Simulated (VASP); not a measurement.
# SiGe (P6_3mc) in VASP: notebook

The runs below take SiGe through single point, with LDA.

Program: VASP 6.6.1. These are calculated values, not measurements. Logs are shortened: lines on timing, memory, paths and dates and some standing lists are left out, and cuts for length are marked.

## (1) The cell of the first run

The structure is hexagonal, space group P6_3mc (No. 186). Conventional cell: a = 3.989 Å, b = 3.989 Å, c = 6.018 Å, α = 90.00°, β = 90.00°, γ = 120.00°. Within 3.0 Å of Si (site symmetry 3m) lie 4 Ge at 2.25 to 2.42 Å. Ge (site symmetry 3m) has 4 Si at 2.25 to 2.42 Å within 3.0 Å.

## (2) Single point, LDA (volume 20.730 Å^3 an atom, c/a of the conventional cell 1.5089)

Input file INCAR:

```
SYSTEM = SiGe
ALGO = Normal ; EDIFF = 1E-6
ENCUT = 520 ; GGA = CA
ISIF = 2 ; ISMEAR = 0
LASPH = .TRUE. ; LCHARG = .FALSE.
LREAL = .FALSE. ; LWAVE = .FALSE.
NBANDS = 26 ; NELM = 80
PREC = Accurate ; SIGMA = 0.03
```

Input file KPOINTS:

```
k-points
0
G
  12 12 6
  0 0 0
```

Input file POSCAR:

```
SiGe
1.0
    3.9886300431      0.0000000000      0.0000000000
   -1.9943150216      3.4542549436      0.0000000000
    0.0000000000      0.0000000000      6.0184438721
Si Ge
2 2
Direct
    0.6666666667      0.3333333333      0.8745031008
    0.3333333333      0.6666666667      0.3745031008
    0.6666666667      0.3333333333      0.5004958992
    0.3333333333      0.6666666667      0.0004958992
```

Potentials or basis: VASP PAW LDA potentials, release 64 (Si, Ge_d).

On the command line:

```bash
> cat potpaw_LDA.64/Si/POTCAR potpaw_LDA.64/Ge_d/POTCAR > POTCAR
> mpirun -np 1 vasp_std > vasp.out
```

OUTCAR:

```text
SYSTEM = SiGe
   EDIFF = 1E-6
   ENCUT = 520
   GGA = CA
   ISIF = 2
   ISMEAR = 0
   LASPH = .TRUE.
   LREAL = .FALSE.
   NELM = 80
   PREC = Accurate

 ion  position               nearest neighbor table
   1  0.667  0.333  0.875-   3 2.25   4 2.42   4 2.42   4 2.42
   2  0.333  0.667  0.375-   4 2.25   3 2.42   3 2.42   3 2.42
   3  0.667  0.333  0.500-   1 2.25   2 2.42   2 2.42   2 2.42
   4  0.333  0.667  0.000-   2 2.25   1 2.42   1 2.42   1 2.42

  LATTYP: Found a hexagonal cell.
 ALAT       =     3.9886300431
 C/A-ratio  =     1.5089000000

  Lattice vectors:

 A1 = (   3.9886300431,   0.0000000000,   0.0000000000)
 A2 = (  -1.9943150216,   3.4542549436,   0.0000000000)
 A3 = (   0.0000000000,   0.0000000000,   6.0184438721)

Analysis of symmetry for initial positions (statically):
=====================================================================
 Subroutine PRICEL returns:
 Original cell was already a primitive cell.

 Routine SETGRP: Setting up the symmetry group for a
 hexagonal supercell.

 Subroutine GETGRP returns: Found 12 space group operations
 (whereof  6 operations were pure point group operations)
 out of a pool of 24 trial point group operations.

The static configuration has the point symmetry C_3v.
 The point group associated with its full space group is C_6v.

Analysis of symmetry for dynamics (positions and initial velocities):
=====================================================================
 Subroutine PRICEL returns:
 Original cell was already a primitive cell.

 Routine SETGRP: Setting up the symmetry group for a
 hexagonal supercell.

 Subroutine GETGRP returns: Found 12 space group operations
 (whereof  6 operations were pure point group operations)
 out of a pool of 24 trial point group operations.

The dynamic configuration has the point symmetry C_3v.
 The point group associated with its full space group is C_6v.

 Subroutine INISYM returns: Found 12 space group operations
 (whereof  6 operations are pure point group operations),
 and found     1 'primitive' translations

----------------------------------------------------------------------------------------

                                     Primitive cell

  volume of cell :      82.9206

  direct lattice vectors                    reciprocal lattice vectors
[... 83 lines left out ...]
   ISTART =      0    job   : 0-new  1-cont  2-samecut
   ICHARG =      2    charge: 1-file 2-atom 10-const
   ISPIN  =      1    spin polarized calculation?
   LNONCOLLINEAR =      F non collinear calculations
   LSORBIT =      F    spin-orbit coupling
   LASPH  =      T    aspherical Exc in radial PAW
   ENCUT  =  520.0 eV  38.22 Ry    6.18 a.u.   7.42  7.42 11.19*2*pi/ulx,y,z
   NELM   =     80;   NELMIN=  2; NELMDL= -5     # of ELM steps
   EDIFF  = 0.1E-05   stopping-criterion for ELM
   LREAL  =      F    real-space projection
   EDIFFG = 0.1E-04   stopping-criterion for IOM
   NSW    =      0    number of steps for IOM
   IBRION =     -1    ionic relax: 0-MD 1-quasi-New 2-CG
   NFREE  =      0    steps in history (QN), initial steepest desc. (CG)
   ISIF   =      2    stress and relaxation
   ISYM   =      2    0-nonsym 1-usesym 2-fastsym
   POTIM  = 0.5000    time-step for ionic-motion
   TEBEG  =    0.0;   TEEND  =   0.0 temperature during run
   PSTRESS=    0.0 pullay stress
   NELECT =      36.0000    total number of electrons
   NUPDOWN=      -1.0000    fix difference up-down
   EMIN   =  10.00;   EMAX   =-10.00  energy-range for DOS
   EFERMI =   0.00;   METHOD = LEGACY
   ISMEAR =     0;   SIGMA  =   0.03  broadening in eV -4-tet -1-fermi 0-gaus
   EFERMI_NEDOS =   21; number of points for ismear=-14 and -15
   IALGO  =     38    algorithm
   IMIX   =      4    mixing-type and parameters
     AMIX     =   0.40;   BMIX     =  1.00
     AMIX_MAG =   1.60;   BMIX_MAG =  1.00
  volume/ion in A,a.u.               =      20.73       139.89
  Fermi-wavevector in a.u.,A,eV,Ry     =   1.239619  2.342540 20.907463  1.536655
  Thomas-Fermi vector in A             =   2.374094
   LORBIT       =      0    0 simple, 1 ext, 2 COOP (PROOUT), +10 PAW based schemes
   GGA     = CA    functional components
   LHFCALC =     F    Hartree Fock is set to
   AEXX    =    0.0000 exact exchange contribution
   IVDW    =     0    specifies the selected vdW correction
   LEPSILON=     F    determine dielectric tensor
   LRPA    =     F    only Hartree local field effects (RPA)
 non-spin polarized calculation
 Gauss-broadening in eV      SIGMA  =   0.03
  energy-cutoff  :      520.00
  volume of cell :       82.92
 maximum number of plane-waves:      2266
 NGX is ok and might be reduce to    30
   NGX = 15   NGY = 15   NGZ = 23

 number of electron      36.0000018 magnetization

 Free energy of the ion-electron system (eV)
  ---------------------------------------------------
  ext. energy  EPLUGINS =         0.00000000
  ---------------------------------------------------
  free energy    TOTEN  =       -21.88589930 eV

  energy without entropy =      -21.88573152  energy(sigma->0) =      -21.88581541

 E-fermi :   5.6367     XC(G=0): -10.0813

 val. band max:        5.6243362932   @ k =   0.5000  -0.0000   0.0000
 cond. band min:       5.6381262111   @ k =   0.0833  -0.0000   0.0000
 fundamental gap:      0.0137899178
 Fermi energy:         5.6366720585

 k-point     1 :       0.0000    0.0000    0.0000
  band No.  band energies     occupation
      1     -19.0115      2.00000
      2     -19.0090      2.00000
      3     -18.9948      2.00000
      4     -18.9948      2.00000
      5     -18.9913      2.00000
      6     -18.9913      2.00000
[... 685 lines left out ...]
     25      12.6217      0.00000
     26      12.8256      0.00000

 [... further k-points ...]
[... 5 lines left out ...]
  --------------------------------------------------------------------------------------
  -------------------------------------------------------------------------------------
  Total       -3.0753687     -3.0753687      8.3212980      0.0000000      0.0000000      0.0000000
  in kB      -59.4217458    -59.4217458    160.7826927      0.0000000      0.0000000      0.0000000
  external PRESSURE =      13.9797337 kB  Pullay stress =       0.0000000 kB

 VOLUME and BASIS-vectors are now :
 -----------------------------------------------------------------------------
  energy-cutoff  :      520.00
  volume of cell :       82.92
      direct lattice vectors                 reciprocal lattice vectors
     3.988630043  0.000000000  0.000000000     0.250712648  0.144749015  0.000000000
    -1.994315022  3.454254944  0.000000000     0.000000000  0.289498030  0.000000000
     0.000000000  0.000000000  6.018443872     0.000000000  0.000000000  0.166155907

 POSITION                                       TOTAL-FORCE (eV/Angst)
 -----------------------------------------------------------------------------------
      1.99432      1.15142      5.26315         0.000000     -0.000000      1.249013
     -0.00000      2.30284      2.25393        -0.000000      0.000000      1.249013
      1.99432      1.15142      3.01221         0.000000      0.000000     -1.249013
     -0.00000      2.30284      0.00298        -0.000000      0.000000     -1.249013
 -----------------------------------------------------------------------------------
    total drift:                                0.000000      0.000000      0.000708

  FREE ENERGIE OF THE ION-ELECTRON SYSTEM (eV)
  ---------------------------------------------------
  free  energy   TOTEN  =       -21.8858993013 eV

  energy  without entropy=      -21.8857315231  energy(sigma->0) =      -21.88581541
```

OSZICAR:

```text
N       E                     dE             d eps       ncg     rms          rms(c)
DAV:   1     0.264452320173E+03    0.26445E+03   -0.17791E+04  4632   0.295E+03
DAV:   2     0.203774329398E+02   -0.24407E+03   -0.23533E+03  3984   0.634E+02
DAV:   3    -0.206738898943E+02   -0.41051E+02   -0.40500E+02  4784   0.153E+02
DAV:   4    -0.223434702280E+02   -0.16696E+01   -0.16665E+01  4790   0.341E+01
DAV:   5    -0.223788315794E+02   -0.35361E-01   -0.35353E-01  4888   0.555E+00    0.615E+00
DAV:   6    -0.220413901135E+02    0.33744E+00   -0.15332E-01  4516   0.216E+00    0.358E+00
DAV:   7    -0.218844624040E+02    0.15693E+00   -0.29299E-01  4976   0.288E+00    0.269E-01
DAV:   8    -0.218857782105E+02   -0.13158E-02   -0.27904E-02  4516   0.121E+00    0.184E-01
DAV:   9    -0.218858683382E+02   -0.90128E-04   -0.11198E-03  4968   0.234E-01    0.113E-01
DAV:  10    -0.218859250758E+02   -0.56738E-04   -0.28812E-04  4442   0.116E-01    0.340E-02
DAV:  11    -0.218858996864E+02    0.25389E-04   -0.47086E-05  4454   0.503E-02    0.847E-03
DAV:  12    -0.218858993013E+02    0.38506E-06   -0.53871E-06  4216   0.131E-02
   1 F= -.21885899E+02 E0= -.21885815E+02  d E =-.167778E-03
```

Wall time 1.9 min (1 thread of AMD EPYC 7R43 (Zen 3), shared host); peak memory 0.22 GiB.

What came out:

```
Free energy            : -21.8859 eV
Pressure               : 1.4 GPa
Largest force          : 1.249 eV/Å
Band gap on the k mesh : zero (band 18 reaches 5.78 eV, above the bottom of band 19 at 5.49 eV)
```

Forces in eV/Å, atoms in the order of the input:
```
Si   0.000  0.000  1.249
Si   0.000  0.000  1.249
Ge   0.000  0.000 -1.249
Ge   0.000  0.000 -1.249
```

Stress tensor (GPa, compression positive):
```
-5.94  0.00  0.00
 0.00 -5.94  0.00
 0.00  0.00 16.08
```

Caveat: forces of over 1 eV/Å act on the atoms, so gaps and moduli don't describe the material at rest.

## (3) Single point, LDA (volume 21.559 Å^3 an atom, c/a of the conventional cell 1.9825)

Input file INCAR:

```
ALGO     = Normal         # electronic algorithm
EDIFF    = 1E-7           # SCF threshold, eV
ENCUT    = 520            # plane-wave cutoff, eV
GGA      = CA             # functional
ISIF     = 2              # what is computed and relaxed
ISMEAR   = 0              # smearing method
LASPH    = T              # aspherical terms in the spheres
LCHARG   = T              # write CHGCAR
LELF     = T              # ELF
LREAL    = F              # projectors in reciprocal space
LVHAR    = T            
LWAVE    = F              # write WAVECAR
NBANDS   = 26             # bands
NELM     = 100            # most SCF steps
PREC     = Accurate       # precision mode
SIGMA    = 0.03           # smearing width, eV
```

Input file KPOINTS:

```
k-points
0
Gamma
  12 12 6
```

Input file POSCAR:

```
SiGe
1.0
    3.6896195947      0.0000000000      0.0000000000
   -1.8448097973      3.1953042993      0.0000000000
    0.0000000000      0.0000000000      7.3146708464
Si Ge
2 2
Direct
    0.6666666667      0.3333333333      0.8745031008
    0.3333333333      0.6666666667      0.3745031008
    0.6666666667      0.3333333333      0.5004958992
    0.3333333333      0.6666666667      0.0004958992
```

Potentials or basis: VASP PAW LDA potentials, release 64 (Si, Ge_d).

On the command line:

```bash
> cat potpaw_LDA.64/Si/POTCAR potpaw_LDA.64/Ge_d/POTCAR > POTCAR
> mpirun -np 1 vasp_std > vasp.out
```

Wall time 2.4 min (1 thread of AMD EPYC 7R43 (Zen 3), shared host); peak memory 0.23 GiB.

It converged, with:

```
Free energy            : -21.2566 eV
Pressure               : 0.7 GPa
Largest force          : 0.747 eV/Å
Band gap on the k mesh : zero (band 18 reaches 5.49 eV, above the bottom of band 19 at 4.83 eV)
```

Forces on the atoms (eV/Å):
```
Si   0.000  0.000 -0.747
Si   0.000  0.000 -0.747
Ge   0.000  0.000  0.747
Ge   0.000  0.000  0.747
```

Stress tensor (GPa, compression positive):
```
  8.75   0.00   0.00
  0.00   8.75   0.00
  0.00   0.00 -15.50
```

Levels at points of the mesh, in eV from the Fermi level:
```
           k point  band 14  band 15  band 16  band 17  band 18  band 19  band 20  band 21  band 22  band 23
(0.00, 0.00, 0.00)    -0.87    -0.61    -0.35    -0.35     0.42     0.42     2.49     3.32     3.32     3.60
(0.50, 0.00, 0.00)    -6.78    -4.09    -2.42    -2.26    -1.42     1.28     1.38     2.75     3.05     3.45
(0.00, 0.00, 0.50)    -4.93    -0.01    -0.01    -0.01    -0.01     2.91     2.91     3.93     3.93     3.93
(0.50, 0.00, 0.50)    -7.41    -2.65    -2.65    -1.89    -1.89     0.36     0.36     2.08     2.08     6.03
```

## (4) Single point, LDA (volume 19.072 Å^3 an atom, c/a of the conventional cell 1.6526)

Input file INCAR:

```
PREC = Accurate ; ENCUT = 520
EDIFF = 1E-6 ; ISMEAR = 0
SIGMA = 0.03 ; LREAL = F
LASPH = T ; NELM = 80
ALGO = Normal ; ISIF = 2
LWAVE = F ; LCHARG = F
NBANDS = 26
```

Input file KPOINTS:

```
Automatic mesh
0
Gamma
  12 12 6
```

Input file POSCAR:

```
SiGe
1.0
    3.7634436583      0.0000000000      0.0000000000
   -1.8817218292      3.2592378138      0.0000000000
    0.0000000000      0.0000000000      6.2194898057
Si Ge
2 2
Direct
    0.6666666667      0.3333333333      0.8745031008
    0.3333333333      0.6666666667      0.3745031008
    0.6666666667      0.3333333333      0.5004958992
    0.3333333333      0.6666666667      0.0004958992
```

Potentials or basis: VASP PAW LDA potentials, release 64 (Si, Ge_d).

On the command line:

```bash
> cat potpaw_LDA.64/Si/POTCAR potpaw_LDA.64/Ge_d/POTCAR > POTCAR
> mpirun -np 1 vasp_std > vasp.out
```

OUTCAR:

```text
PREC = Accurate
   ENCUT = 520
   EDIFF = 1E-6
   ISMEAR = 0
   LREAL = F
   LASPH = T
   NELM = 80
   ISIF = 2

 ion  position               nearest neighbor table
   1  0.667  0.333  0.875-   4 2.31   4 2.31   4 2.31   3 2.33
   2  0.333  0.667  0.375-   3 2.31   3 2.31   3 2.31   4 2.33
   3  0.667  0.333  0.500-   2 2.31   2 2.31   2 2.31   1 2.33
   4  0.333  0.667  0.000-   1 2.31   1 2.31   1 2.31   2 2.33

  LATTYP: Found a hexagonal cell.
 ALAT       =     3.7634436583
 C/A-ratio  =     1.6526060625
[... 888 lines left out ...]
     25      14.0884      0.00000
     26      14.3886      0.00000

 [... further k-points ...]
[... 5 lines left out ...]
  --------------------------------------------------------------------------------------
  -------------------------------------------------------------------------------------
  Total        4.1272184      4.1272184      4.1682003     -0.0000000      0.0000000      0.0000000
  in kB       86.6785835     86.6785835     87.5392736     -0.0000000      0.0000000      0.0000000
  external PRESSURE =      86.9654802 kB  Pullay stress =       0.0000000 kB

 VOLUME and BASIS-vectors are now :
 -----------------------------------------------------------------------------
  energy-cutoff  :      520.00
  volume of cell :       76.29
      direct lattice vectors                 reciprocal lattice vectors
     3.763443658  0.000000000  0.000000000     0.265714088  0.153410100  0.000000000
    -1.881721829  3.259237814  0.000000000     0.000000000  0.306820201  0.000000000
     0.000000000  0.000000000  6.219489806     0.000000000  0.000000000  0.160784893

 POSITION                                       TOTAL-FORCE (eV/Angst)
 -----------------------------------------------------------------------------------
      1.88172      1.08641      5.43896        -0.000000      0.000000     -0.040678
     -0.00000      2.17283      2.32922         0.000000      0.000000     -0.040678
      1.88172      1.08641      3.11283         0.000000      0.000000      0.040678
     -0.00000      2.17283      0.00308        -0.000000      0.000000      0.040678
 -----------------------------------------------------------------------------------
    total drift:                               -0.000000     -0.000000     -0.000916

  FREE ENERGIE OF THE ION-ELECTRON SYSTEM (eV)
  ---------------------------------------------------
  free  energy   TOTEN  =       -22.0477793255 eV

  energy  without entropy=      -22.0477792963  energy(sigma->0) =      -22.04777931
```

OSZICAR:

```text
N       E                     dE             d eps       ncg     rms          rms(c)
DAV:   1     0.266651723950E+03    0.26665E+03   -0.17631E+04  4556   0.305E+03
DAV:   2     0.203867888768E+02   -0.24626E+03   -0.23705E+03  3992   0.641E+02
DAV:   3    -0.209310694260E+02   -0.41318E+02   -0.40774E+02  4706   0.153E+02
DAV:   4    -0.225696151036E+02   -0.16385E+01   -0.16353E+01  4816   0.337E+01
DAV:   5    -0.226029831992E+02   -0.33368E-01   -0.33358E-01  4848   0.540E+00    0.677E+00
DAV:   6    -0.222224606034E+02    0.38052E+00   -0.16900E-01  4376   0.202E+00    0.396E+00
DAV:   7    -0.220464973904E+02    0.17596E+00   -0.29840E-01  4726   0.270E+00    0.284E-01
DAV:   8    -0.220477264611E+02   -0.12291E-02   -0.22769E-02  4648   0.104E+00    0.115E-01
DAV:   9    -0.220477599871E+02   -0.33526E-04   -0.64761E-04  4994   0.164E-01    0.930E-02
DAV:  10    -0.220477887769E+02   -0.28790E-04   -0.83744E-05  5300   0.493E-02    0.397E-02
DAV:  11    -0.220477799493E+02    0.88276E-05   -0.24826E-05  3720   0.207E-02    0.811E-03
DAV:  12    -0.220477793255E+02    0.62377E-06   -0.19228E-06  4018   0.976E-03
   1 F= -.22047779E+02 E0= -.22047779E+02  d E =-.292169E-07
```

stdout:

```text
POSCAR found type information on POSCAR SiGe
 POSCAR found :  2 types and       4 ions
 scaLAPACK will be used
 LDA part: xc-table for (Slater(with rela. corr.)+CA(PZ))
 , standard interpolation
 POSCAR, INCAR and KPOINTS ok, starting setup
 FFT: planning ... GRIDC
 FFT: planning ... GRID_SOFT
 FFT: planning ... GRID
 WAVECAR not read
 entering main loop
```

Wall time 52 s (1 thread of AMD EPYC 9R45 (Zen 5), shared host); peak memory 0.21 GiB.

Results:

| Property | Result |
| --- | --- |
| Free energy | -22.0478 eV |
| Pressure | 8.7 GPa |
| Largest force | 0.041 eV/Å |
| Band gap on the k mesh | 0.17 eV, indirect (least direct gap 0.68 eV) |

Forces in eV/Å, atoms in the order of the input:
```
Si   0.000  0.000 -0.041
Si   0.000  0.000 -0.041
Ge   0.000  0.000  0.041
Ge   0.000  0.000  0.041
```

Stress tensor (GPa, compression positive):
```
8.67 0.00 0.00
0.00 8.67 0.00
0.00 0.00 8.75
```

## (5) Summary

```csv
cell,gap on the mesh (eV),pressure (GPa),largest force (eV/Å)
"a = 3.989, b = 3.989, c = 6.018 Å, angles 90.0, 90.0, 120.0°, 4 atoms",none,1.4,1.25
"a = 3.690, b = 3.690, c = 7.315 Å, angles 90.0, 90.0, 120.0°, 4 atoms",none,0.7,0.75
"a = 3.763, b = 3.763, c = 6.219 Å, angles 90.0, 90.0, 120.0°, 4 atoms",0.17,8.7,0.04
```

Alike in all rows: task single point; level LDA; potentials or basis VASP PAW LDA potentials, release 64 (Si, Ge_d); no spin polarisation; k mesh 12 × 12 × 6; cutoff (eV) 520; smearing gaussian 0.03 eV.

Caveats: forces of over 1 eV/Å act on the atoms, so gaps and moduli don't describe the material at rest (some runs).

Absolute energies hang on the potentials; compare differences alone.
